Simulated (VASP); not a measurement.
**ZnS: single point with HSE06**

ZnS:

```xyz
4
Lattice="3.7917 0.0000 0.0000 -1.8959 3.2837 0.0000 0.0000 0.0000 6.1459" Properties=species:S:1:pos:R:3 pbc="T T T"
Zn    0.0000    2.1892   -0.0048
Zn    1.8959    1.0946    3.0682
S     0.0000    2.1892    2.3095
S     1.8959    1.0946    5.3824
```

```
Program                            : VASP 6.6.1
Task                               : single point
Functional                         : HSE06
Potentials or basis                : VASP PAW PBE potentials, release 64 (Zn, S)
Cutoff                             : 400 eV
k mesh                             : 6 × 6 × 2
Occupations                        : gaussian, width 0.01 eV
Spin                               : no spin polarisation
Dipole correction                  : no
Grid for exact exchange (PRECFOCK) : Normal
Further INCAR settings             : ALGO = Normal; EDIFF = 1e-06; NBANDS = 26
Share of exact exchange            : 0.25
Screening parameter                : 0.2079 1/Å
```

The pressure is 3.3 GPa and the largest force is 0.005 eV/Å. The band gap on the k mesh is 3.58 eV.

Forces on the atoms (eV/Å):
```
Zn   0.000  0.000 -0.005
Zn   0.000  0.000 -0.005
S    0.000  0.000  0.005
S    0.000  0.000  0.005
```

Stress tensor (GPa, compression positive):
```
2.87 0.00 0.00
0.00 2.87 0.00
0.00 0.00 4.06
```

Levels at points of the mesh, in eV from the valence-band top:
```
           k point  band 15  band 16  band 17  band 18  band 19  band 20  band 21  band 22
(0.00, 0.00, 0.00)    -1.02    -0.03     0.00     0.00     3.58     4.28     7.53     7.53
(0.50, 0.00, 0.00)    -3.60    -2.50    -1.84    -0.98     4.70     5.64     6.24     8.17
(0.00, 0.00, 0.50)    -0.54    -0.54    -0.54    -0.54     4.86     4.86     7.99     7.99
(0.50, 0.00, 0.50)    -1.80    -1.80    -1.73    -1.73     4.72     4.72     6.42     6.42
```

Run time: 55 min on 1 thread of Intel(R) Xeon(R) Platinum 8488C (Sapphire Rapids) (shared host), peak memory 0.29 GiB.

Caveat: the k points lie up to 0.51 Å⁻¹ apart; the PAW data sets were made with another functional, which shifts forces and pressure a little.
